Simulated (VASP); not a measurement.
Crystal: Bi2Te3.

```xyz
5
Lattice="2.2360 1.2910 10.3650 -2.2360 1.2910 10.3650 0.0000 -2.5819 10.3650" Properties=species:S:1:pos:R:3 pbc="T T T"
Bi    0.0000    0.0000   18.6571
Bi    0.0000    0.0000   12.4381
Te    0.0000    0.0000   24.5807
Te    0.0000    0.0000    6.5144
Te    0.0000    0.0000    0.0000
```

Base run:

```yaml
Program: VASP 6.6.1
Functional: PBEsol
Dispersion: D4
Potentials_or_basis: VASP PAW PBE potentials, release 64 (Bi_d, Te)
Cutoff: 520 eV
k_mesh: 7 × 7 × 7
Occupations: fermi-dirac, width 0.05 eV
Spin: no spin polarisation
```

Its results: band gap on the k mesh 0.26 eV; pressure -4.3 GPa; largest force 0.433 eV/Å.

**Question.** The run is repeated on the same cell with these changes: functional from PBEsol to PBE. What comes out?

**Answer.** Band gap on the k mesh 0.31 eV; pressure -3.0 GPa; largest force 0.371 eV/Å.

PBE binds less tightly than PBEsol, so the same cell stands under more pressure.

Caveats: spin-orbit coupling is left out, which moves the levels of the heavy elements; an odd mesh through Γ misses points on the zone boundary, where band edges can lie; the cell stands under tension (at least some runs); the PAW data sets were made with another functional, which shifts forces and pressure a little (at least some runs).
